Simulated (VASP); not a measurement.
Write the native input for VASP 6.6.1 that does the following.

* Task: single point
* Functional: PBE
* Dispersion: D4
* Potentials or basis: VASP PAW PBE potentials, release 64 (Bi_d, Te)
* Cutoff: 520 eV
* k mesh: 6 × 6 × 6
* Occupations: gaussian, width 0.05 eV
* Spin: no spin polarisation
* Dipole correction: no
* Further INCAR settings: ALGO = Normal; EDIFF = 1e-07; NBANDS = 18

The structure of BiTe lies in POSCAR:

```
BiTe
1.0
    0.0000000000      3.2071635394      3.2071635394
    3.2071635394      0.0000000000      3.2071635394
    3.2071635394      3.2071635394      0.0000000000
Bi Te
1 1
Direct
    0.5000000000      0.5000000000      0.5000000000
    0.0000000000      0.0000000000      0.0000000000
```

One way to write it, as run:

INCAR

```
ALGO = Normal
EDIFF = 1E-7
ENCUT = 520
GGA = PE
ISIF = 2
ISMEAR = 0
IVDW = 13
LASPH = True
LCHARG = False
LREAL = False
LWAVE = False
NBANDS = 18
NELM = 60
PREC = Accurate
SIGMA = 0.05
```

KPOINTS

```
k-points
0
Gamma
  6 6 6
```

Potentials or basis: VASP PAW PBE potentials, release 64 (Bi_d, Te).

The run is started by

```sh
$ cat potpaw_PBE.64/Bi_d/POTCAR potpaw_PBE.64/Te/POTCAR > POTCAR
$ mpirun -np 1 vasp_std > vasp.out
```

Results of the run:

```yaml
Pressure: -0.1 GPa
Dispersion_energy_per_atom: -0.506 eV
```

Caveat: pairwise dispersion overbinds metals, which lowers pressure and volume.

Run time: 17 s on 1 thread of Intel(R) Xeon(R) Platinum 8488C (Sapphire Rapids), with other jobs on the host, peak memory 0.2 GiB.
